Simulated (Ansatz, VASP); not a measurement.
One calculation of SnTe, two programs

```xyz
2
Lattice="4.4842 0.0000 0.0000 0.0000 3.1577 0.0000 0.0000 0.0000 4.4277" Properties=species:S:1:pos:R:3 pbc="T T T"
Sn    2.2421    0.0000    0.0000
Te    0.0000    0.0000    2.2138
```

Alike in both runs: functional PBE; k mesh 6 × 4 × 4; occupations gaussian, width 0.1 eV; no spin polarisation.

Ansatz relaxed the structure, and its values are those at the end. VASP's run is a single point on that final structure, the one shown.

|  | VASP | Ansatz |
| --- | --- | --- |
| version | VASP 6.6.1 | Ansatz 0.2.0 |
| potentials or method | VASP PAW PBE potentials, release 64 (Sn_d, Te), cutoff 520 eV | scalar-relativistic, plane waves, PAW |
| valence electrons in the cell | 20 | 30 |

|  | VASP | Ansatz | Ansatz less VASP |
| --- | --- | --- | --- |
| gap on the k mesh at the Fermi level (eV) | none | none | - |
| pressure (GPa) | -0.1 | 0.0 | +0.04 |

A gap of «none» marks a metal or a gap that the smearing closes. The functional is the same, so the differences come from potentials, cutoffs and numerics. VASP's potentials hold 20 valence electrons a cell and Ansatz's 30, so a difference there can come from the potentials and not from the codes.

The k mesh is coarse, so the values compare programs but aren't converged. Spin-orbit coupling is off throughout.
